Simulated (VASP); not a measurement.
A run of VASP 6.6.1 is set up as follows.

Contents of INCAR:

```
SYSTEM = Ag
ALGO = Fast
EDIFF = 1E-7
EDIFFG = -0.04
ENCUT = 600
GGA = PE
IBRION = 2
ISIF = 3
ISMEAR = 0
IVDW = 12
LASPH = .True.
LCHARG = .False.
LREAL = .False.
LWAVE = .False.
NELM = 60
NSW = 90
PREC = Accurate
SIGMA = 0.1
```

File KPOINTS:

```
k-points
0
Gamma
  4 4 4
  0 0 0
```

Contents of POSCAR:

```
Ag
1.0
    0.0000000000      3.1559771700      3.7974911500
    3.1401881200      0.0000000000      3.7974911500
    3.1401881200      3.1559771700      0.0000000000
Ag
2
Direct
    0.2488485100      0.2488485100      0.7511514900
    0.7511514900      0.7511514900      0.2488485100
```

Potentials or basis: VASP PAW PBE potentials, release 64 (Ag).

Run with:

```sh
$ cat potpaw_PBE.64/Ag/POTCAR > POTCAR
$ mpirun -np 1 vasp_std > vasp.out
```

Task: Predict the space group after relaxing (to 0.05 Å).

Result: Pm-3m (No. 221).

Task: What does it give for the dispersion energy per atom?

Result: -0.517 eV.

Task: Predict the band gap on the k mesh.

Result: Zero (band 11 reaches 8.08 eV, above the bottom of band 12 at 5.22 eV).

Task: What does it give for the relaxed volume?

Result: 19.62 Å³/atom.

Forces on the atoms (eV/Å):
```
Ag   0.000  0.000  0.031
Ag   0.000  0.000 -0.031
```

Caveat: the k points lie up to 0.50 Å⁻¹ apart in the final cell; the volume moved by over 15 % at a fixed basis, so the end points are rough; pairwise dispersion overbinds metals, which lowers pressure and volume.
